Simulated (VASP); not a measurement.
# HC16 (a cell with a defect) in VASP: a series of runs

HC16 (a cell with a defect) is run at these levels: PBE; tasks: single point.

All numbers are computed with VASP 6.6.1; they aren't measurements. Logs are shortened: lines on timing, memory, paths and dates and some standing lists are left out, and cuts for length are marked.

### 1 The cell of the first run

The cell holds a defect, 17 atoms: a = 5.049 Å, b = 5.049 Å, c = 5.049 Å, α = 60.00°, β = 60.00°, γ = 60.00°.

### 2 Single point, PBE

INCAR

```
PREC = Accurate
ENCUT = 520
EDIFF = 1E-7
ISMEAR = 0
SIGMA = 0.05
LREAL = Auto
LASPH = True
NELM = 100
ALGO = Normal
ISIF = 2
LWAVE = False
LCHARG = False
GGA = PE
NELECT = 64.0
NBANDS = 46
```

KPOINTS

```
Automatic mesh
0
Gamma
  3 3 3
```

POSCAR

```
HC16
1.0
    0.0000000000      3.5700000000      3.5700000000
    3.5700000000      0.0000000000      3.5700000000
    3.5700000000      3.5700000000      0.0000000000
C H
16 1
Direct
   -0.0103045103      0.0268724206     -0.0017219963
    0.1250757490      0.1339273373      0.1349650707
   -0.0005211761     -0.0005537090      0.5093245865
    0.1264379976      0.1233205772      0.6324645159
    0.0002346495      0.5035858750      0.0043491875
    0.1329339223      0.5913403770      0.1472218991
    0.0003055176      0.4949784129      0.5130038225
    0.1281293122      0.6247687674      0.6309537966
    0.5030695162     -0.0025281190      0.0089806831
    0.6263793422      0.1146092146      0.1411927084
    0.5020182449     -0.0065713240      0.5146301383
    0.6263195050      0.1221693342      0.6354326669
    0.5121011316      0.4842200341      0.0105506017
    0.6276109257      0.6207181640      0.1365652383
    0.5019480089      0.4961216051      0.5100956062
    0.6263453183      0.6187650340      0.6362048719
    0.2139295453      0.8090913984      0.0723988026
```

Potentials or basis: VASP PAW PBE potentials, release 64 (C, H).

The run is started by

```bash
$ cat potpaw_PBE.64/C/POTCAR potpaw_PBE.64/H/POTCAR > POTCAR
$ mpirun -np 1 vasp_std > vasp.out
```

OUTCAR:

```text
PREC = Accurate
   ENCUT = 520
   EDIFF = 1E-7
   ISMEAR = 0
   LREAL = Auto
   LASPH = True
   NELM = 100
   ISIF = 2
   GGA = PE
   NELECT = 64.0

 ion  position               nearest neighbor table
   1  0.990  0.027  0.998-  17 1.18  10 1.51   4 1.51   2 1.57   6 1.80
   2  0.125  0.134  0.135-   5 1.52   3 1.54   9 1.56   1 1.57
   3  0.999  0.999  0.509-  12 1.54   4 1.54   2 1.54   8 1.54
   4  0.126  0.123  0.632-   1 1.51   7 1.53   3 1.54  11 1.55
   5  0.000  0.504  0.004-   6 1.51   2 1.52  14 1.54   8 1.54
   6  0.133  0.591  0.147-  17 1.18   5 1.51   7 1.51  13 1.57   1 1.80
   7  0.000  0.495  0.513-   6 1.51   4 1.53  16 1.54   8 1.55
   8  0.128  0.625  0.631-   5 1.54  15 1.54   3 1.54   7 1.55
   9  0.503  0.997  0.009-  10 1.54  12 1.54  14 1.55   2 1.56
  10  0.626  0.115  0.141-   1 1.51  13 1.52   9 1.54  11 1.54
  11  0.502  0.993  0.515-  10 1.54  12 1.54  16 1.54   4 1.55
  12  0.626  0.122  0.635-   3 1.54   9 1.54  11 1.54  15 1.54
  13  0.512  0.484  0.011-  10 1.52  16 1.54  14 1.56   6 1.57
  14  0.628  0.621  0.137-   5 1.54  15 1.54   9 1.55  13 1.56
  15  0.502  0.496  0.510-  16 1.54  14 1.54   8 1.54  12 1.54
  16  0.626  0.619  0.636-  15 1.54   7 1.54  13 1.54  11 1.54
  17  0.214  0.809  0.072-   1 1.18   6 1.18

  LATTYP: Found a face centered cubic cell.
 ALAT       =     7.1400000000

  Lattice vectors:

 A1 = (   0.0000000000,   3.5700000000,   3.5700000000)
 A2 = (   3.5700000000,   0.0000000000,   3.5700000000)
 A3 = (   3.5700000000,   3.5700000000,   0.0000000000)

Analysis of symmetry for initial positions (statically):
=====================================================================
 Subroutine PRICEL returns:
 Original cell was already a primitive cell.

 Routine SETGRP: Setting up the symmetry group for a
 face centered cubic supercell.

 Subroutine GETGRP returns: Found  1 space group operations
 (whereof  1 operations were pure point group operations)
 out of a pool of 48 trial point group operations.

The static configuration has the point symmetry C_1 .

Analysis of symmetry for dynamics (positions and initial velocities):
=====================================================================
 Subroutine PRICEL returns:
 Original cell was already a primitive cell.

 Routine SETGRP: Setting up the symmetry group for a
 face centered cubic supercell.

 Subroutine GETGRP returns: Found  1 space group operations
 (whereof  1 operations were pure point group operations)
 out of a pool of 48 trial point group operations.

The dynamic configuration has the point symmetry C_1 .

 Subroutine INISYM returns: Found  1 space group operations
 (whereof  1 operations are pure point group operations),
 and found     1 'primitive' translations

----------------------------------------------------------------------------------------

                                     Primitive cell

  volume of cell :      90.9986

  direct lattice vectors                    reciprocal lattice vectors
     0.000000000  3.570000000  3.570000000    -0.140056022  0.140056022  0.140056022
     3.570000000  0.000000000  3.570000000     0.140056022 -0.140056022  0.140056022
     3.570000000  3.570000000  0.000000000     0.140056022  0.140056022 -0.140056022

  length of vectors
     5.048742418  5.048742418  5.048742418     0.242584147  0.242584147  0.242584147

  position of ions in fractional coordinates (direct lattice)
     0.989695490  0.026872421  0.998278004
     0.125075749  0.133927337  0.134965071
     0.999478824  0.999446291  0.509324587
     0.126437998  0.123320577  0.632464516
     0.000234650  0.503585875  0.004349187
     0.132933922  0.591340377  0.147221899
[... 9 lines left out ...]
     0.626345318  0.618765034  0.636204872
     0.213929545  0.809091398  0.072398803

  ion indices of the primitive-cell ions
   primitive index   ion index
                 1           1
                 2           2
                 3           3
                 4           4
                 5           5
                 6           6
[... 9 lines left out ...]
                16          16
                17          17

----------------------------------------------------------------------------------------

 KPOINTS: Automatic mesh

Automatic generation of k-mesh.
 Grid dimensions read from file:
 generate k-points for:    3    3    3

 Generating k-lattice:

  Cartesian coordinates                     Fractional coordinates (reciprocal lattice)
    -0.046685341  0.046685341  0.046685341     0.333333333  0.000000000  0.000000000
     0.046685341 -0.046685341  0.046685341     0.000000000  0.333333333  0.000000000
     0.046685341  0.046685341 -0.046685341     0.000000000  0.000000000  0.333333333

  Length of vectors
     0.080861382  0.080861382  0.080861382

  Shift w.r.t. Gamma in fractional coordinates (k-lattice)
     0.000000000  0.000000000  0.000000000

 Subroutine IBZKPT returns following result:
 ===========================================

 Found     14 irreducible k-points:

 Following reciprocal coordinates:
            Coordinates               Weight
  0.000000  0.000000  0.000000      1.000000
  0.333333  0.000000  0.000000      2.000000
  0.000000  0.333333  0.000000      2.000000
  0.000000  0.000000  0.333333      2.000000
  0.333333  0.333333  0.333333      2.000000
  0.333333  0.333333  0.000000      2.000000
  0.000000  0.333333  0.333333      2.000000
  0.333333  0.000000  0.333333      2.000000
 -0.333333  0.333333  0.000000      2.000000
  0.000000 -0.333333  0.333333      2.000000
  0.333333  0.000000 -0.333333      2.000000
  0.333333  0.333333 -0.333333      2.000000
 -0.333333  0.333333 -0.333333      2.000000
  0.333333 -0.333333 -0.333333      2.000000
   k-points           NKPTS =     14   k-points in BZ     NKDIM =     14   number of bands    NBANDS=     46
   number of dos      NEDOS =    301   number of ions     NIONS =     17
   total plane-waves  NPLWV =  64000
   dimension x,y,z NGX =    40 NGY =   40 NGZ =   40
   dimension x,y,z NGXF=    80 NGYF=   80 NGZF=   80
   ions per type =              16   1
   NGX,Y,Z   is equivalent  to a cutoff of  13.17, 13.17, 13.17 a.u.
   NGXF,Y,Z  is equivalent  to a cutoff of  26.34, 26.34, 26.34 a.u.
 SYSTEM =  unknown system
   PREC   = accura    normal or accurate (medium, high low for compatibility)
   ISTART =      0    job   : 0-new  1-cont  2-samecut
   ICHARG =      2    charge: 1-file 2-atom 10-const
   ISPIN  =      1    spin polarized calculation?
   LNONCOLLINEAR =      F non collinear calculations
   LSORBIT =      F    spin-orbit coupling
   LASPH  =      T    aspherical Exc in radial PAW
   ENCUT  =  520.0 eV  38.22 Ry    6.18 a.u.   9.39  9.39  9.39*2*pi/ulx,y,z
   NELM   =    100;   NELMIN=  2; NELMDL= -5     # of ELM steps
   EDIFF  = 0.1E-06   stopping-criterion for ELM
   LREAL  =      T    real-space projection
   EDIFFG = 0.1E-05   stopping-criterion for IOM
   NSW    =      0    number of steps for IOM
   IBRION =     -1    ionic relax: 0-MD 1-quasi-New 2-CG
   NFREE  =      0    steps in history (QN), initial steepest desc. (CG)
   ISIF   =      2    stress and relaxation
   ISYM   =      2    0-nonsym 1-usesym 2-fastsym
   POTIM  = 0.5000    time-step for ionic-motion
   TEBEG  =    0.0;   TEEND  =   0.0 temperature during run
   PSTRESS=    0.0 pullay stress
   NELECT =      64.0000    total number of electrons
   NUPDOWN=      -1.0000    fix difference up-down
   EMIN   =  10.00;   EMAX   =-10.00  energy-range for DOS
   EFERMI =   0.00;   METHOD = LEGACY
   ISMEAR =     0;   SIGMA  =   0.05  broadening in eV -4-tet -1-fermi 0-gaus
   EFERMI_NEDOS =   21; number of points for ismear=-14 and -15
   IALGO  =     38    algorithm
   IMIX   =      4    mixing-type and parameters
     AMIX     =   0.40;   BMIX     =  1.00
     AMIX_MAG =   1.60;   BMIX_MAG =  1.00
  volume/ion in A,a.u.               =       5.35        36.12
  Fermi-wavevector in a.u.,A,eV,Ry     =   1.455872  2.751200 28.838420  2.119564
  Thomas-Fermi vector in A             =   2.572856
   LORBIT       =      0    0 simple, 1 ext, 2 COOP (PROOUT), +10 PAW based schemes
   GGA     = PE    functional components
   LHFCALC =     F    Hartree Fock is set to
   AEXX    =    0.0000 exact exchange contribution
   IVDW    =     0    specifies the selected vdW correction
   LEPSILON=     F    determine dielectric tensor
   LRPA    =     F    only Hartree local field effects (RPA)
 non-spin polarized calculation
 Gauss-broadening in eV      SIGMA  =   0.05
  energy-cutoff  :      520.00
  volume of cell :       91.00
 maximum number of plane-waves:      2453
 NGX is ok and might be reduce to    40
   NGX = 19   NGY = 19   NGZ = 19

 number of electron      64.0000000 magnetization

 Free energy of the ion-electron system (eV)
  ---------------------------------------------------
  ext. energy  EPLUGINS =         0.00000000
  ---------------------------------------------------
  free energy    TOTEN  =      -155.22752761 eV

  energy without entropy =     -155.22752761  energy(sigma->0) =     -155.22752761

 E-fermi :  10.1267     XC(G=0): -13.2420

 val. band max:        9.8898957760   @ k =   0.0000   0.0000   0.0000
 cond. band min:      12.4780677347   @ k =   0.0000   0.0000   0.0000
 fundamental gap:      2.5881719587
 Fermi energy:        10.1267358733

 k-point     1 :       0.0000    0.0000    0.0000
  band No.  band energies     occupation
      1     -11.9905      2.00000
      2      -6.9421      2.00000
      3      -6.0153      2.00000
      4      -5.9365      2.00000
      5      -5.8839      2.00000
      6      -4.7867      2.00000
[... 36 lines left out ...]
     43      17.6801      0.00000
     44      18.0447      0.00000

 k-point     2 :       0.3333    0.0000    0.0000
  band No.  band energies     occupation
      1     -11.2775      2.00000
      2      -8.9370      2.00000
      3      -6.6919      2.00000
      4      -6.1693      2.00000
      5      -5.9239      2.00000
      6      -5.2185      2.00000
[... 36 lines left out ...]
     43      17.7357      0.00000
     44      17.9984      0.00000

 k-point     3 :       0.0000    0.3333    0.0000
  band No.  band energies     occupation
      1     -11.2446      2.00000
      2      -9.0104      2.00000
      3      -6.8853      2.00000
      4      -6.0004      2.00000
      5      -5.9106      2.00000
      6      -5.1832      2.00000
[... 36 lines left out ...]
     43      17.5467      0.00000
     44      18.0727      0.00000

 k-point     4 :       0.0000    0.0000    0.3333
  band No.  band energies     occupation
      1     -11.2981      2.00000
      2      -8.8915      2.00000
      3      -6.5855      2.00000
      4      -6.1547      2.00000
      5      -5.9552      2.00000
      6      -5.3025      2.00000
[... 412 lines left out ...]
     43      19.1516      0.00000
     44      19.4707      0.00000

 k-point    13 :      -0.3333    0.3333   -0.3333
  band No.  band energies     occupation
      1     -10.2238      2.00000
      2      -9.3401      2.00000
      3      -8.8517      2.00000
      4      -6.9745      2.00000
      5      -6.6887      2.00000
      6      -4.6086      2.00000
[... 36 lines left out ...]
     43      19.2665      0.00000
     44      19.4829      0.00000

 k-point    14 :       0.3333   -0.3333   -0.3333
  band No.  band energies     occupation
      1     -10.3112      2.00000
      2      -9.1061      2.00000
      3      -8.9368      2.00000
      4      -6.9753      2.00000
      5      -6.7879      2.00000
      6      -4.5830      2.00000
[... 36 lines left out ...]
     43      19.3309      0.00000
     44      19.4536      0.00000
 [bands above 44 left out]

------------------------ aborting loop because EDIFF is reached ----------------------------------------

  FORCE on cell =-STRESS in cart. coord.  units (eV):
  Direction    XX          YY          ZZ          XY          YZ          ZX
  --------------------------------------------------------------------------------------
  -------------------------------------------------------------------------------------
  Total       -5.6108787     -5.8835695     -5.8606545     -2.5547028     -2.0898080      2.6052337
  in kB      -98.7885973   -103.5897593   -103.1863050    -44.9796751    -36.7944512     45.8693549
  external PRESSURE =    -101.8548872 kB  Pullay stress =       0.0000000 kB

 VOLUME and BASIS-vectors are now :
 -----------------------------------------------------------------------------
  energy-cutoff  :      520.00
  volume of cell :       91.00
      direct lattice vectors                 reciprocal lattice vectors
     0.000000000  3.570000000  3.570000000    -0.140056022  0.140056022  0.140056022
     3.570000000  0.000000000  3.570000000     0.140056022 -0.140056022  0.140056022
     3.570000000  3.570000000  0.000000000     0.140056022  0.140056022 -0.140056022

 POSITION                                       TOTAL-FORCE (eV/Angst)
 -----------------------------------------------------------------------------------
      3.65979      7.09707      3.62915         0.010582     -0.021933     -0.009409
      0.95995      0.92835      0.92464        -0.006647      0.013854      0.002049
      5.38631      5.38643      7.13616         0.003613     -0.000648     -0.004894
      2.69815      2.70928      0.89164        -0.015854      0.000577      0.003680
      1.81333      0.01636      1.79864        -0.003977     -0.005052     -0.006950
      2.63667      1.00016      2.58566        -0.010791     -0.007667     -0.020953
[... 9 lines left out ...]
      4.48024      4.50730      4.44504        -0.002325     -0.002871      0.004337
      3.14692      1.02219      3.65218        -0.000479      0.024200      0.021357
 -----------------------------------------------------------------------------------
    total drift:                                0.000985      0.016256     -0.002850

  FREE ENERGIE OF THE ION-ELECTRON SYSTEM (eV)
  ---------------------------------------------------
  free  energy   TOTEN  =      -155.2275276106 eV

  energy  without entropy=     -155.2275276106  energy(sigma->0) =     -155.22752761
```

Run time: 2 min. Hardware: 1 thread of Intel Xeon Platinum 8259CL at 2.50GHz (Skylake/Cascade Lake), shared host; peak memory 0.25 GiB.

Results:

```
Free energy   : -155.2275 eV
Largest force : 0.032 eV/Å
```

Forces on the atoms (eV/Å):
```
C    0.011 -0.022 -0.009
C   -0.007  0.014  0.002
C    0.004 -0.001 -0.005
C   -0.016  0.001  0.004
C   -0.004 -0.005 -0.007
C   -0.011 -0.008 -0.021
C    0.014  0.003 -0.005
C    0.005 -0.003  0.013
C   -0.002  0.002 -0.004
C    0.000 -0.005 -0.013
C   -0.002 -0.003  0.003
C   -0.001  0.001 -0.002
C    0.008  0.004  0.015
C    0.004 -0.003  0.006
C    0.000  0.004 -0.002
C   -0.002 -0.003  0.004
H    0.000  0.024  0.021
```

Levels at points of the mesh, in eV from the Fermi level:
| k point | band 29 | band 30 | band 31 | band 32 | band 33 | band 34 | band 35 | band 36 |
| --- | --- | --- | --- | --- | --- | --- | --- | --- |
| (0.00, 0.00, 0.00) | -2.85 | -0.52 | -0.39 | -0.24 | 2.35 | 3.11 | 4.05 | 4.27 |

Caveat: the k points lie up to 0.51 Å⁻¹ apart; the cell carries a net charge on a neutralising background, which shifts energy and pressure; the cell is charged against a uniform background, so pressure and absolute levels hang on convention.

(Part 1 of 2 ends here.)
